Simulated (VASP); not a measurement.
Wanted: the native input for a VASP 6.6.1 run.

| Quantity | Value |
| --- | --- |
| Task | relaxation of cell and atoms |
| Functional | PBE |
| Potentials or basis | VASP PAW PBE potentials, release 64 (In_d, Ga_d, Sb_d_GW, N) |
| Cutoff | 700 eV |
| k mesh | 2 × 2 × 3 |
| Occupations | gaussian, width 0.15 eV |
| Spin | no spin polarisation |
| Dipole correction | no |
| Further INCAR settings | ALGO = Normal; EDIFF = 1e-07; IBRION = 2; EDIFFG = -0.08; NSW = 36; ISIF = 3 |

The structure of In3GaSb2N2 lies in POSCAR:

```
In3GaSb2N2
1.0
    6.6594677000      0.0000000000      0.0000000000
   -3.3297338500      5.7672682100      0.0000000000
    0.0000000000      0.0000000000      4.9642363900
In Ga Sb N
3 1 2 2
Direct
    0.5000000000      0.0000000000      0.5000000000
    0.0000000000      0.5000000000      0.5000000000
    0.5000000000      0.5000000000      0.5000000000
    0.0000000000      0.0000000000      0.0000000000
    0.3333333300      0.6666666700      0.5000000000
    0.6666666700      0.3333333300      0.5000000000
    0.3333333300      0.6666666700      0.0000000000
    0.6666666700      0.3333333300      0.0000000000
```

The cell was generated, and may not be a known phase.

These files were run (other wordings do the same):

INCAR

```
  PREC = Accurate
  ENCUT = 700
  EDIFF = 1E-7
  ISMEAR = 0
  SIGMA = 0.15
  LREAL = False
  LASPH = True
  NELM = 120
  ALGO = Normal
  ISIF = 3
  LWAVE = False
  LCHARG = False
  GGA = PE
  IBRION = 2
  NSW = 36
  EDIFFG = -0.08
  GGA_COMPAT = False
  NELMIN = 4
```

KPOINTS

```
Automatic mesh
0
Gamma
  2 2 3
```

Potentials or basis: VASP PAW PBE potentials, release 64 (In_d, Ga_d, Sb_d_GW, N).

Launch:

```console
$ cat potpaw_PBE.64/In_d/POTCAR potpaw_PBE.64/Ga_d/POTCAR potpaw_PBE.64/Sb_d_GW/POTCAR potpaw_PBE.64/N/POTCAR > POTCAR
$ mpirun -np 1 vasp_std > vasp.out
```

It gave:

```
Relaxed volume                        : 41.98 Å³/atom
Relaxed cell                          : a = 9.725 Å, b = 9.725 Å, c = 4.100 Å, α = 90.00°, β = 90.00°, γ = 120.00°
Space group after relaxing (to 0.1 Å) : P6/mmm (No. 191)
Energy gained by relaxing             : 5744.1 meV/atom
Ionic steps                           : 13
Pressure after relaxing               : 0.0 GPa
Band gap on the k mesh                : zero (bands 46 and 47 overlap by 0.03 eV)
```

Caveat: the k points lie up to 0.51 Å⁻¹ apart in the final cell; the volume moved by over 15 % at a fixed basis, so the end points are rough; semilocal functionals underestimate gaps, and a narrow one can read as zero; spin-orbit coupling is left out, which moves the levels of the heavy elements.

It took 16 min on 1 thread of Intel(R) Xeon(R) 6975P-C (Granite Rapids) (shared host), peak memory 0.52 GiB.
